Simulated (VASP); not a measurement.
Crystal: Al3CoNi2.

```
Al Co Ni
1.0
     2.95513    0.00000    0.00000
     0.00000    2.95513    0.00000
     0.00000    0.00000    8.86539
Al Co Ni
3 1 2
Direct
  0.00000 0.00000 0.66667
  0.00000 0.00000 0.00000
  0.00000 0.00000 0.33333
  0.50000 0.50000 0.50000
  0.50000 0.50000 0.83333
  0.50000 0.50000 0.16667
```

- Program: VASP 6.6.1
- Task: relaxation of cell and atoms
- Functional: PBE
- Potentials or basis: VASP PAW PBE potentials, release 64 (Al, Co, Ni)
- Cutoff: 600 eV
- k mesh: 6 × 6 × 2
- Occupations: gaussian, width 0.1 eV
- Spin: collinear spin, ferrimagnetic start
- Starting moments: [0.0, 0.0, 0.0, 3.0, -2.0, -2.0] μB

At the start: pressure -10.5 GPa; volume 12.90 Å³/atom.

Task: Where does the relaxation end?

Result: Over 14 steps the energy falls by 37.5 meV/atom and the volume is 11.96 Å³/atom (-7.3 %); space group P4/mmm (No. 123, to 0.1 Å) before and after; moment 0.26 μB per cell.

Step by step:
```tsv
step	energy change (eV)	largest force (eV/Å)	pressure (GPa)	volume (Å³)
1	0.0000	0.3341	-10.55	77.42
2	-0.1186	0.1791	8.94	68.29
3	-0.2072	0.2589	0.12	71.67
4	-0.2072	0.2567	0.38	71.56
5	-0.2131	0.1256	0.36	71.57
6	-0.2159	0.1037	0.37	71.59
7	-0.2184	0.0900	-0.41	71.93
8	-0.2191	0.0721	-1.35	72.35
9	-0.2198	0.0653	-1.36	72.35
10	-0.2216	0.0382	-1.40	72.36
11	-0.2217	0.0387	-1.45	72.38
12	-0.2223	0.0063	-1.43	72.37
13	-0.2239	0.0090	-0.94	72.15
14	-0.2252	0.0132	-0.11	71.78
```

Final structure:
```cif
data_structure
_symmetry_space_group_name_H-M 'P 1'
_symmetry_Int_Tables_number 1
_cell_length_a 2.8476
_cell_length_b 2.8476
_cell_length_c 8.8522
_cell_angle_alpha 90.000
_cell_angle_beta 90.000
_cell_angle_gamma 90.000
_cell_volume 71.78
loop_
_atom_site_label
_atom_site_type_symbol
_atom_site_fract_x
_atom_site_fract_y
_atom_site_fract_z
_atom_site_occupancy
Al1 Al 0.00000 0.00000 0.66193 1
Al2 Al 0.00000 0.00000 0.00000 1
Al3 Al 0.00000 0.00000 0.33807 1
Co1 Co 0.50000 0.50000 0.50000 1
Ni1 Ni 0.50000 0.50000 0.82988 1
Ni2 Ni 0.50000 0.50000 0.17012 1
```
